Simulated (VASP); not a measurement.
# Bi (I4/mmm) in VASP: a series of runs

Runs on Bi. Level: LDA. Tasks: single point.

Program: VASP 6.6.1. These are calculated values, not measurements. Logs are shortened: lines on timing, memory, paths and dates and some standing lists are left out, and cuts for length are marked.

## 1. The cell of the first run

It takes space group I4/mmm (No. 139, tetragonal). Conventional cell: a = 8.089 Å, b = 8.089 Å, c = 2.933 Å, α = 90.00°, β = 90.00°, γ = 90.00°. Within 3.9 Å of Bi (site symmetry 4/mmm) lie 2 Bi at 2.93 Å.

## 2. Single point, LDA (strain -0.050 along x and y, +0.025 along z)

Input file INCAR:

```
  ALGO = Normal
  EDIFF = 1E-6
  ENCUT = 520
  GGA = CA
  ISIF = 2
  ISMEAR = 0
  LASPH = T
  LCHARG = T
  LELF = T
  LREAL = F
  LVHAR = T
  LWAVE = F
  NBANDS = 14
  NELM = 100
  PREC = Accurate
  SIGMA = 0.05
```

Input file KPOINTS:

```
k-points
0
Gamma
  10 10 10
```

Input file POSCAR:

```
Bi
1.0
   -4.0446079000      4.0446079000      1.4663281000
    4.0446079000     -4.0446079000      1.4663281000
    4.0446079000      4.0446079000     -1.4663281000
Bi
1
Direct
    0.0000000000      0.0000000000      0.0000000000
```

Potentials or basis: VASP PAW LDA potentials, release 64 (Bi_d).

Command:

```
> cat potpaw_LDA.64/Bi_d/POTCAR > POTCAR
> mpirun -np 1 vasp_std > vasp.out
```

OUTCAR:

```text
EDIFF = 1E-6
   ENCUT = 520
   GGA = CA
   ISIF = 2
   ISMEAR = 0
   LASPH = T
   LREAL = F
   NELM = 100
   PREC = Accurate

 ion  position               nearest neighbor table
   1  0.000  0.000  0.000-

  LATTYP: Found a body centered tetragonal cell.
 ALAT       =     8.0892158000
 C/A-ratio  =     0.3625389991

  Lattice vectors:

 A1 = (  -4.0446079000,   4.0446079000,   1.4663281000)
 A2 = (   4.0446079000,  -4.0446079000,   1.4663281000)
 A3 = (   4.0446079000,   4.0446079000,  -1.4663281000)

Analysis of symmetry for initial positions (statically):
=====================================================================
 Subroutine PRICEL returns:
 Original cell was already a primitive cell.

 Routine SETGRP: Setting up the symmetry group for a
 body centered tetragonal supercell.

 Subroutine GETGRP returns: Found 16 space group operations
 (whereof 16 operations were pure point group operations)
 out of a pool of 16 trial point group operations.

The static configuration has the point symmetry D_4h.

Analysis of symmetry for dynamics (positions and initial velocities):
=====================================================================
 Subroutine PRICEL returns:
 Original cell was already a primitive cell.

 Routine SETGRP: Setting up the symmetry group for a
 body centered tetragonal supercell.

 Subroutine GETGRP returns: Found 16 space group operations
 (whereof 16 operations were pure point group operations)
 out of a pool of 16 trial point group operations.

The dynamic configuration has the point symmetry D_4h.

 Subroutine INISYM returns: Found 16 space group operations
 (whereof 16 operations are pure point group operations),
 and found     1 'primitive' translations

----------------------------------------------------------------------------------------

                                     Primitive cell

  volume of cell :      95.9498

  direct lattice vectors                    reciprocal lattice vectors
    -4.044607900  4.044607900  1.466328100     0.000000000  0.123621377  0.340987805
     4.044607900 -4.044607900  1.466328100     0.123621377  0.000000000  0.340987805
     4.044607900  4.044607900 -1.466328100     0.123621377  0.123621377  0.000000000

  length of vectors
     5.904898325  5.904898325  5.904898325     0.362705015  0.362705015  0.174827029

  position of ions in fractional coordinates (direct lattice)
     0.000000000  0.000000000  0.000000000

  ion indices of the primitive-cell ions
   primitive index   ion index
                 1           1

----------------------------------------------------------------------------------------

 KPOINTS: k-points

Automatic generation of k-mesh.
 Grid dimensions read from file:
 generate k-points for:   10   10   10

 Generating k-lattice:

  Cartesian coordinates                     Fractional coordinates (reciprocal lattice)
     0.000000000  0.012362138  0.034098780     0.100000000  0.000000000  0.000000000
     0.012362138  0.000000000  0.034098780     0.000000000  0.100000000  0.000000000
     0.012362138  0.012362138  0.000000000     0.000000000  0.000000000  0.100000000

  Length of vectors
     0.036270502  0.036270502  0.017482703

  Shift w.r.t. Gamma in fractional coordinates (k-lattice)
     0.000000000  0.000000000  0.000000000

 Subroutine IBZKPT returns following result:
 ===========================================

 Found    102 irreducible k-points:

 Following reciprocal coordinates:
            Coordinates               Weight
  0.000000  0.000000  0.000000      1.000000
  0.100000  0.000000 -0.000000      8.000000
  0.200000  0.000000 -0.000000      8.000000
  0.300000 -0.000000  0.000000      8.000000
  0.400000  0.000000  0.000000      8.000000
  0.500000  0.000000 -0.000000      4.000000
[... 16 lines left out ...]
  0.300000  0.300000  0.000000      8.000000
  0.400000  0.300000 -0.000000     16.000000
 [... further k-points ...]
   k-points           NKPTS =    102   k-points in BZ     NKDIM =    102   number of bands    NBANDS=     14
   number of dos      NEDOS =    301   number of ions     NIONS =      1
   total plane-waves  NPLWV = 110592
   dimension x,y,z NGX =    48 NGY =   48 NGZ =   48
   dimension x,y,z NGXF=    96 NGYF=   96 NGZF=   96
   ions per type =               1
   NGX,Y,Z   is equivalent  to a cutoff of  13.51, 13.51, 13.51 a.u.
   NGXF,Y,Z  is equivalent  to a cutoff of  27.03, 27.03, 27.03 a.u.
 SYSTEM =  unknown system
   PREC   = accura    normal or accurate (medium, high low for compatibility)
   ISTART =      0    job   : 0-new  1-cont  2-samecut
   ICHARG =      2    charge: 1-file 2-atom 10-const
   ISPIN  =      1    spin polarized calculation?
   LNONCOLLINEAR =      F non collinear calculations
   LSORBIT =      F    spin-orbit coupling
   LASPH  =      T    aspherical Exc in radial PAW
   ENCUT  =  520.0 eV  38.22 Ry    6.18 a.u.  10.98 10.98 10.98*2*pi/ulx,y,z
   NELM   =    100;   NELMIN=  2; NELMDL= -5     # of ELM steps
   EDIFF  = 0.1E-05   stopping-criterion for ELM
   LREAL  =      F    real-space projection
   EDIFFG = 0.1E-04   stopping-criterion for IOM
   NSW    =      0    number of steps for IOM
   IBRION =     -1    ionic relax: 0-MD 1-quasi-New 2-CG
   NFREE  =      0    steps in history (QN), initial steepest desc. (CG)
   ISIF   =      2    stress and relaxation
   ISYM   =      2    0-nonsym 1-usesym 2-fastsym
   POTIM  = 0.5000    time-step for ionic-motion
   TEBEG  =    0.0;   TEEND  =   0.0 temperature during run
   PSTRESS=    0.0 pullay stress
   NELECT =      15.0000    total number of electrons
   NUPDOWN=      -1.0000    fix difference up-down
   EMIN   =  10.00;   EMAX   =-10.00  energy-range for DOS
   EFERMI =   0.00;   METHOD = LEGACY
   ISMEAR =     0;   SIGMA  =   0.05  broadening in eV -4-tet -1-fermi 0-gaus
   EFERMI_NEDOS =   21; number of points for ismear=-14 and -15
   IALGO  =     38    algorithm
   IMIX   =      4    mixing-type and parameters
     AMIX     =   0.40;   BMIX     =  1.00
     AMIX_MAG =   1.60;   BMIX_MAG =  1.00
  volume/ion in A,a.u.               =      95.95       647.50
  Fermi-wavevector in a.u.,A,eV,Ry     =   0.881909  1.666567 10.582122  0.777764
  Thomas-Fermi vector in A             =   2.002469
   LORBIT       =      0    0 simple, 1 ext, 2 COOP (PROOUT), +10 PAW based schemes
   GGA     = CA    functional components
   LHFCALC =     F    Hartree Fock is set to
   AEXX    =    0.0000 exact exchange contribution
   IVDW    =     0    specifies the selected vdW correction
   LEPSILON=     F    determine dielectric tensor
   LRPA    =     F    only Hartree local field effects (RPA)
 non-spin polarized calculation
 Gauss-broadening in eV      SIGMA  =   0.05
  energy-cutoff  :      520.00
  volume of cell :       95.95
 maximum number of plane-waves:      2614
 NGX is ok and might be reduce to    48
   NGX = 21   NGY = 21   NGZ = 21

 number of electron      15.0000003 magnetization

 Free energy of the ion-electron system (eV)
  ---------------------------------------------------
  ext. energy  EPLUGINS =         0.00000000
  ---------------------------------------------------
  free energy    TOTEN  =        -3.04847354 eV

  energy without entropy =       -3.04169730  energy(sigma->0) =       -3.04508542

 E-fermi :  -0.9273     XC(G=0):  -5.5228

 val. band max:       -0.9284459338   @ k =   0.4000   0.3000   0.1000
 cond. band min:      -0.9268680937   @ k =   0.3000  -0.0000   0.0000
 fundamental gap:      0.0015778401
 Fermi energy:        -0.9272865118

 k-point     1 :       0.0000    0.0000    0.0000
  band No.  band energies     occupation
      1     -23.8423      2.00000
      2     -23.4437      2.00000
      3     -23.4437      2.00000
      4     -23.2913      2.00000
      5     -23.2913      2.00000
      6     -12.5025      2.00000
      7      -2.1035      2.00000
      8      -2.1035      2.00000
      9       1.7405      0.00000
     10       3.6585      0.00000
     11       6.7916      0.00000
     12       7.1563      0.00000
     13       7.2937      0.00000
     14       7.2937      0.00000

 k-point     2 :       0.1000    0.0000   -0.0000
  band No.  band energies     occupation
      1     -23.7740      2.00000
      2     -23.4411      2.00000
      3     -23.4411      2.00000
      4     -23.3158      2.00000
      5     -23.3158      2.00000
      6     -12.3300      2.00000
      7      -1.9252      2.00000
      8      -1.9207      2.00000
      9       1.9627      0.00000
     10       3.8646      0.00000
     11       5.2457      0.00000
     12       6.5913      0.00000
     13       7.5003      0.00000
     14       7.5832      0.00000

 k-point     3 :       0.2000    0.0000   -0.0000
  band No.  band energies     occupation
      1     -23.5942      2.00000
      2     -23.4344      2.00000
      3     -23.4343      2.00000
      4     -23.3794      2.00000
      5     -23.3794      2.00000
      6     -11.8094      2.00000
      7      -1.4110      2.00000
      8      -1.3949      2.00000
      9       2.0066      0.00000
     10       2.7472      0.00000
     11       4.4792      0.00000
     12       6.4952      0.00000
     13       8.0821      0.00000
     14       8.1774      0.00000
[... 324 lines left out ...]
 k-point    23 :       0.3000    0.3000    0.0000
  band No.  band energies     occupation
      1     -23.5185      2.00000
      2     -23.5185      2.00000
      3     -23.4194      2.00000
      4     -23.4191      2.00000
      5     -23.1872      2.00000
      6      -9.8709      2.00000
      7      -3.3653      2.00000
      8       0.0214      0.00000
      9       0.3003      0.00000
     10       5.5888      0.00000
     11       5.7118      0.00000
     12       6.7171      0.00000
     13       6.7482      0.00000
     14       8.7833      0.00000

 k-point    24 :       0.4000    0.3000   -0.0000
  band No.  band energies     occupation
      1     -23.4568      2.00000
      2     -23.4568      2.00000
      3     -23.4261      2.00000
      4     -23.4259      2.00000
      5     -23.3700      2.00000
      6     -10.9393      2.00000
      7      -0.9983      1.95550
      8      -0.9336      1.14131
      9      -0.5612      0.00000
     10       4.7492      0.00000
     11       5.2948      0.00000
     12       6.7121      0.00000
     13       7.8030      0.00000
     14       8.4991      0.00000

 [... further k-points ...]

------------------------ aborting loop because EDIFF is reached ----------------------------------------

  FORCE on cell =-STRESS in cart. coord.  units (eV):
  Direction    XX          YY          ZZ          XY          YZ          ZX
  --------------------------------------------------------------------------------------
  -------------------------------------------------------------------------------------
  Total       -0.2594602     -0.2594602     -1.4954118      0.0000000     -0.0000000      0.0000000
  in kB       -4.3324876     -4.3324876    -24.9705080      0.0000000     -0.0000000      0.0000000
  external PRESSURE =     -11.2118277 kB  Pullay stress =       0.0000000 kB

 VOLUME and BASIS-vectors are now :
 -----------------------------------------------------------------------------
  energy-cutoff  :      520.00
  volume of cell :       95.95
      direct lattice vectors                 reciprocal lattice vectors
    -4.044607900  4.044607900  1.466328100     0.000000000  0.123621377  0.340987805
     4.044607900 -4.044607900  1.466328100     0.123621377  0.000000000  0.340987805
     4.044607900  4.044607900 -1.466328100     0.123621377  0.123621377  0.000000000

 POSITION                                       TOTAL-FORCE (eV/Angst)
 -----------------------------------------------------------------------------------
      0.00000      0.00000      0.00000        -0.000000      0.000000      0.000000
 -----------------------------------------------------------------------------------
    total drift:                               -0.000000      0.000000      0.000000

  FREE ENERGIE OF THE ION-ELECTRON SYSTEM (eV)
  ---------------------------------------------------
  free  energy   TOTEN  =        -3.0484735401 eV

  energy  without entropy=       -3.0416973036  energy(sigma->0) =       -3.04508542
```

Run time: 6.7 min. Hardware: 1 thread of Intel Xeon 8259CL, shared host; peak memory 0.31 GiB.

Results:

```
Free energy            : -3.0485 eV
Pressure               : -1.1 GPa
Band gap on the k mesh : zero (an odd number of electrons rules out a gap without spin polarisation)
```

Levels at points of the mesh, in eV from the Fermi level:
```tsv
k point	band 5	band 6	band 7	band 8	band 9	band 10	band 11	band 12
(0.00, 0.00, 0.00)	-22.36	-11.58	-1.18	-1.18	2.67	4.59	7.72	8.08
(0.50, 0.00, 0.00)	-22.19	-8.31	-3.54	1.65	1.67	5.84	6.13	8.03
(0.50, 0.50, 0.00)	-22.36	-11.56	-1.72	-1.12	3.85	5.19	5.98	8.05
(0.50, 0.50, 0.50)	-22.36	-11.54	-1.63	-1.63	3.79	6.91	6.91	7.76
```

Caveat: the cell differs from its parent crystal (strain -0.050 along x and y, +0.025 along z); spin-orbit coupling is left out, which moves the levels of the heavy elements.

## 3. Single point, LDA (strain -0.050 along x and y, +0.050 along z)

Input file INCAR:

```
ALGO = Fast ; EDIFF = 1E-6
ENCUT = 520 ; GGA = CA
ISIF = 2 ; ISMEAR = 0
LASPH = T ; LCHARG = F
LREAL = F ; LWAVE = F
NBANDS = 14 ; NELM = 60
PREC = Accurate ; SIGMA = 0.05
```

KPOINTS is that of step 2.

Input file POSCAR:

```
Bi
1.0
   -4.0446079000      4.0446079000      1.5020922000
    4.0446079000     -4.0446079000      1.5020922000
    4.0446079000      4.0446079000     -1.5020922000
Bi
1
Direct
    0.0000000000      0.0000000000      0.0000000000
```

Potentials or basis: VASP PAW LDA potentials, release 64 (Bi_d).

Command:

```
> cat potpaw_LDA.64/Bi_d/POTCAR > POTCAR
> mpirun -np 1 vasp_std > vasp.out
```

Wall time 7.5 min (1 thread of Intel Xeon 8259CL, shared host); peak memory 0.32 GiB.

The run converged. Its results:

```yaml
Free_energy: -3.0062 eV
Pressure: -1.3 GPa
Band_gap_on_the_k_mesh: zero (an odd number of electrons rules out a gap without spin polarisation)
```

Stress tensor (GPa, compression positive):
```
-0.28  0.00  0.00
 0.00 -0.28  0.00
 0.00  0.00 -3.42
```

Levels at points of the mesh, in eV from the Fermi level:
```
           k point  band 5  band 6  band 7  band 8  band 9  band 10  band 11  band 12
(0.00, 0.00, 0.00)  -22.25  -11.29   -0.98   -0.98    2.74     4.66     7.53     7.82
(0.50, 0.00, 0.00)  -22.08   -8.40   -3.19    1.57    1.58     5.78     6.10     7.95
(0.50, 0.50, 0.00)  -22.25  -11.27   -1.54   -0.92    3.93     5.27     6.06     7.50
(0.50, 0.50, 0.50)  -22.25  -11.25   -1.45   -1.45    3.84     7.02     7.02     7.47
```

Caveat: the cell differs from its parent crystal (strain -0.050 along x and y, +0.050 along z); spin-orbit coupling is left out, which moves the levels of the heavy elements.

## 4. Single point, LDA (strain +0.000 along x and y, -0.050 along z)

Input file INCAR:

```
SYSTEM = Bi
ALGO = Fast
EDIFF = 1E-6
ENCUT = 520
GGA = CA
ISIF = 2
ISMEAR = 0
LASPH = .True.
LCHARG = .True.
LELF = .True.
LREAL = .False.
LVHAR = .True.
LWAVE = .False.
NBANDS = 14
NELM = 80
PREC = Accurate
SIGMA = 0.05
```

Input file KPOINTS:

```
k-points
0
Gamma
  10 10 10
  0 0 0
```

Input file POSCAR:

```
Bi
1.0
   -4.2574820000      4.2574820000      1.3590358000
    4.2574820000     -4.2574820000      1.3590358000
    4.2574820000      4.2574820000     -1.3590358000
Bi
1
Direct
    0.0000000000      0.0000000000      0.0000000000
```

Command:

```
> cat potpaw_LDA.64/Bi_d/POTCAR > POTCAR
> mpirun -np 1 vasp_std > vasp.out
```

It took 4.2 min on 1 thread of Intel Xeon 8259CL, shared host; peak memory 0.32 GiB.

The run converged. Its results:

```
Free energy            : -3.0670 eV
Pressure               : 0.4 GPa
Band gap on the k mesh : zero (an odd number of electrons rules out a gap without spin polarisation)
```

Stress tensor (GPa, compression positive):
```
-0.42  0.00  0.00
 0.00 -0.42  0.00
 0.00  0.00  2.08
```

Levels at points of the mesh, in eV from the Fermi level:
| k point | band 4 | band 5 | band 6 | band 7 | band 8 | band 9 | band 10 | band 11 | band 12 | band 13 |
| --- | --- | --- | --- | --- | --- | --- | --- | --- | --- | --- |
| (0.00, 0.00, 0.00) | -22.68 | -22.68 | -12.51 | -1.91 | -1.91 | 2.49 | 4.30 | 6.93 | 7.57 | 7.57 |
| (0.50, 0.00, 0.00) | -22.77 | -22.43 | -7.85 | -4.57 | 1.99 | 2.00 | 6.15 | 6.32 | 8.20 | 9.29 |
| (0.50, 0.50, 0.00) | -22.68 | -22.68 | -12.50 | -2.24 | -1.88 | 3.52 | 4.71 | 5.53 | 7.27 | 7.44 |
| (0.50, 0.50, 0.50) | -22.68 | -22.68 | -12.49 | -2.19 | -2.19 | 3.69 | 6.07 | 6.07 | 6.64 | 7.92 |

Caveat: the cell differs from its parent crystal (strain +0.000 along x and y, -0.050 along z); spin-orbit coupling is left out, which moves the levels of the heavy elements.

## 5. Summary

```csv
cell,gap on the mesh (eV),pressure (GPa)
"a = 5.905 Å, angles 93.5, 93.5, 151.2°, 1 atom",none,-1.1
"a = 5.914 Å, angles 93.7, 93.7, 150.6°, 1 atom",none,-1.3
"a = 6.172 Å, angles 92.8, 92.8, 154.6°, 1 atom",none,0.4
```

Alike in all rows: task single point; level LDA; potentials or basis VASP PAW LDA potentials, release 64 (Bi_d); no spin polarisation; k mesh 10 × 10 × 10; cutoff (eV) 520; smearing gaussian 0.05 eV.

Caveats: spin-orbit coupling is left out, which moves the levels of the heavy elements.

Total energies depend on the potentials used, so only differences within one code and one set of settings carry meaning.

The gap in the log of VASP goes by the Fermi energy; the results here count the filled bands.